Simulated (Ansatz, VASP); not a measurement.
# Mg: VASP beside Ansatz

File POSCAR:

```
Mg
1.0
   -0.4863620543      2.0293037440      2.0293037440
    2.0293037440     -0.4863620543      2.0293037440
    2.0293037440      2.0293037440     -0.4863620543
Mg
1
Direct
    0.0000000000      0.0000000000      0.0000000000
```

INCAR.step1

```
SYSTEM = Mg
PREC     = Accurate       ! precision mode
ENCUT    = 520            ! plane-wave cutoff, eV
ISMEAR   = 0              ! smearing method
SIGMA    = 0.15           ! smearing width, eV
LREAL    = .False.        ! projectors in reciprocal space
LASPH    = .True.         ! aspherical terms in the spheres
NELM     = 80             ! most SCF steps
NBANDS   = 7              ! bands
GGA      = PE             ! functional
ALGO     = Normal         ! electronic algorithm
EDIFF    = 1E-4           ! SCF threshold, eV
LWAVE    = .True.         ! write WAVECAR
LCHARG   = .False.        ! write CHGCAR
```

Contents of INCAR.step2:

```
SYSTEM = Mg
PREC     = Accurate       ! precision mode
ENCUT    = 520            ! plane-wave cutoff, eV
EDIFF    = 1E-6           ! SCF threshold, eV
ISMEAR   = 0              ! smearing method
SIGMA    = 0.15           ! smearing width, eV
LREAL    = .False.        ! projectors in reciprocal space
LASPH    = .True.         ! aspherical terms in the spheres
NELM     = 80             ! most SCF steps
ALGO     = Normal         ! electronic algorithm
ISIF     = 2              ! what is computed and relaxed
LWAVE    = .False.        ! write WAVECAR
LCHARG   = .False.        ! write CHGCAR
METAGGA  = R2SCAN         ! meta-GGA
LMIXTAU  = .True.       
NBANDS   = 7              ! bands
ISTART   = 1
```

File KPOINTS:

```
Automatic mesh
0
Gamma
  20 20 20
  0 0 0
```

Input for Ansatz:

```yaml
crystal:
  lattice:
    - [-0.4863620543, 2.029303744, 2.029303744]
    - [2.029303744, -0.4863620543, 2.029303744]
    - [2.029303744, 2.029303744, -0.4863620543]
  atoms:
    - { symbol: Mg, position: [0.0, 0.0, 0.0] }
basis:
  ecutwfc: 500
kpoints:
  mp_grid: { grid: [20, 20, 20] }
hamiltonian:
  xc: r2scan
scf:
  occupations: { method: gaussian, width: 0.15 }
output:
  forces: true
  stress: true
  eigenvalues: true
```

Alike in both runs: task single point; functional r2SCAN; k mesh 20 × 20 × 20; occupations gaussian, width 0.15 eV; no spin polarisation.

```csv
,VASP,Ansatz
version,VASP 6.6.1,Ansatz 0.2.0
potentials or method,"VASP PAW PBE potentials, release 64 (Mg), cutoff 520 eV","scalar-relativistic, plane waves, PAW"
valence electrons in the cell,2,10
```

```csv
,VASP,Ansatz,Ansatz less VASP
gap on the k mesh at the Fermi level (eV),none,none,-
pressure (GPa),3.3,3.5,+0.22
"traceless stress, the component that is largest in VASP (GPa)",4.04,4.06,+0.020
```

VASP's potentials were made for PBE, not for r2SCAN. A gap of «none» marks a metal or a gap that the smearing closes. With one functional, cell and mesh, what is left measures potentials, basis and numerics. VASP's potentials hold 2 valence electrons a cell and Ansatz's 10, so a difference there can come from the potentials and not from the codes.
